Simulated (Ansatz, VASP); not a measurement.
## Two plane-wave programs on SiC

The input POSCAR:

```
SiC
1.0
    3.0759982064      0.0000000000      0.0000000000
   -1.5379991032      2.6638925888      0.0000000000
    0.0000000000      0.0000000000      5.0480000000
Si C
2 2
Direct
    0.3192561892      0.6385123783      0.0000000000
    0.6807438108      0.3614876217      0.5000000000
    0.3459992479      0.6919984959      0.3850000000
    0.6540007521      0.3080015041      0.8850000000
```

Contents of INCAR.step1:

```
SYSTEM = SiC
PREC = Accurate ; ENCUT = 520
ISMEAR = 0 ; SIGMA = 0.05
LREAL = .False. ; LASPH = .True.
NELM = 80 ; NBANDS = 16
GGA = PE ; ALGO = Normal
EDIFF = 1E-4 ; LWAVE = .True.
LCHARG = .False.
```

Contents of INCAR.step2:

```
SYSTEM = SiC
PREC = Accurate ; ENCUT = 520
EDIFF = 1E-7 ; ISMEAR = 0
SIGMA = 0.05 ; LREAL = .False.
LASPH = .True. ; NELM = 80
ALGO = Normal ; ISIF = 2
LWAVE = .False. ; LCHARG = .True.
METAGGA = R2SCAN ; LMIXTAU = .True.
LELF = .True. ; LVHAR = .True.
NBANDS = 16 ; ISTART = 1
```

File KPOINTS:

```
Automatic mesh
0
Gamma
  12 12 6
  0 0 0
```

Input for Ansatz:

```yaml
crystal:
  lattice:
    - [3.0759982064, 0.0, 0.0]
    - [-1.5379991032, 2.6638925888, 0.0]
    - [0.0, 0.0, 5.048]
  atoms:
    - { symbol: Si, position: [0.3192561892, 0.6385123783, 0.0] }
    - { symbol: Si, position: [0.6807438108, 0.3614876217, 0.5] }
    - { symbol: C, position: [0.3459992479, 0.6919984959, 0.385] }
    - { symbol: C, position: [0.6540007521, 0.3080015041, 0.885] }
basis:
  ecutwfc: 500
kpoints:
  mp_grid: { grid: [12, 12, 6] }
hamiltonian:
  xc: r2scan
scf:
  occupations: { method: gaussian, width: 0.05 }
output:
  forces: true
  stress: true
  eigenvalues: true
  write_density: true
  write_potential: true
  elf: true
  volumetric_format: npy
```

Change from the starting cell: mode 4 (274.0 1/cm) frozen in, largest displacement -0.075 Å.

Alike in both runs: task single point; functional r2SCAN; k mesh 12 × 12 × 6; occupations gaussian, width 0.05 eV; no spin polarisation.

```csv
,VASP,Ansatz
version,VASP 6.6.1,Ansatz 0.2.0
potentials or method,"VASP PAW PBE potentials, release 64 (Si, C), cutoff 520 eV","scalar-relativistic, plane waves, PAW"
valence electrons in the cell,16,16
```

```tsv
	VASP	Ansatz	Ansatz less VASP
gap on the k mesh at the Fermi level (eV)	2.63	2.62	-0.007
least direct gap on the mesh (eV)	4.54	4.53	-0.008
pressure (GPa)	-0.1	0.1	+0.19
traceless stress, the component that is largest in VASP (GPa)	-2.56	-2.60	-0.042
rms of the force components (eV/Å)	0.513	0.513	+0.0005
```

VASP's potentials were made for PBE, not for r2SCAN. Atom by atom the forces differ by 0.001 eV/Å (rms over components).
